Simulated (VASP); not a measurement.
Input of a VASP 6.6.1 run:

Contents of INCAR:

```
SYSTEM = Pt
PREC     = Accurate       ! precision mode
ENCUT    = 520            ! plane-wave cutoff, eV
EDIFF    = 1E-6           ! SCF threshold, eV
ISMEAR   = 0              ! smearing method
SIGMA    = 0.15           ! smearing width, eV
LREAL    = .FALSE.        ! projectors in reciprocal space
LASPH    = .TRUE.         ! aspherical terms in the spheres
NELM     = 100            ! most SCF steps
ALGO     = Fast           ! electronic algorithm
ISIF     = 2              ! what is computed and relaxed
LWAVE    = .FALSE.        ! write WAVECAR
LCHARG   = .FALSE.        ! write CHGCAR
GGA      = PS             ! functional
NBANDS   = 17             ! bands
```

KPOINTS

```
Automatic mesh
0
G
  18 18 10
  0 0 0
```

The input POSCAR:

```
Pt
1.0
    2.8710922404      0.0000000000      0.0000000000
   -1.4355461202      2.2951742924      0.0000000000
    0.0000000000      0.0000000000      4.7921340000
Pt
2
Direct
    0.6666666667      0.3333333333      0.7500000000
    0.3333333333      0.6666666667      0.2500000000
```

Potentials or basis: VASP PAW PBE potentials, release 64 (Pt).

Launch:

```sh
$ cat potpaw_PBE.64/Pt/POTCAR > POTCAR
$ mpirun -np 1 vasp_std > vasp.out
```

(1) Predict the pressure.

(2) Estimate the band gap on the k mesh.

(3) Estimate the largest force.

## Answers

(1) -9.6 GPa.

(2) zero (bands 10 and 11 overlap by 1.55 eV).

(3) 0.036 eV/Å.

Caveat: the cell differs from its parent crystal (strain +0.0400 x Voigt [1, -1, 0, 0, 0, 0]); the stress differs along the axes, from -15 to -2 GPa; the PAW data sets were made with another functional, which shifts forces and pressure a little; spin-orbit coupling is left out, which moves the levels of the heavy elements.
